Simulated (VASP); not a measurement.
## ZrB2: single point with PBE

The system is ZrB2.

```
Zr B
1.0
     3.10170    0.00000    0.00000
    -1.55085    2.68615    0.00000
     0.00000    0.00000    3.52000
Zr B
1 2
Direct
  0.00000 0.00000 0.00000
  0.33333 0.66667 0.50000
  0.66667 0.33333 0.50000
```

This cell differs from its parent crystal: equal xx and yy strain of -2 %.

- Program: VASP 6.6.1
- Task: single point
- Functional: PBE
- Potentials or basis: VASP PAW PBE potentials, release 64 (Zr_sv, B)
- Cutoff: 500 eV
- k mesh: 12 × 12 × 9
- Occupations: fermi-dirac, width 0.05 eV
- Spin: no spin polarisation

The pressure is 13.7 GPa and the band gap on the k mesh is zero (band 9 reaches 11.78 eV, above the bottom of band 10 at 10.42 eV).

Stress tensor (GPa, compression positive):
```
16.04  0.00  0.00
 0.00 16.04  0.00
 0.00  0.00  9.16
```

Levels at points of the mesh, in eV from the Fermi level:
| k point | band 5 | band 6 | band 7 | band 8 | band 9 | band 10 | band 11 | band 12 | band 13 | band 14 |
| --- | --- | --- | --- | --- | --- | --- | --- | --- | --- | --- |
| (0.00, 0.00, 0.00) | -13.04 | -2.81 | -2.67 | -2.67 | -2.53 | 3.56 | 3.56 | 4.20 | 4.20 | 5.37 |
| (0.50, 0.00, 0.00) | -9.23 | -8.60 | -4.25 | -3.15 | -2.88 | 2.20 | 2.35 | 5.26 | 5.30 | 6.72 |

Wall time 27 s on 1 thread of Intel(R) Xeon(R) 6975P-C (Granite Rapids) (shared host), peak memory 0.17 GiB.

Caveat: the cell differs from its parent crystal (equal xx and yy strain of -2 %).
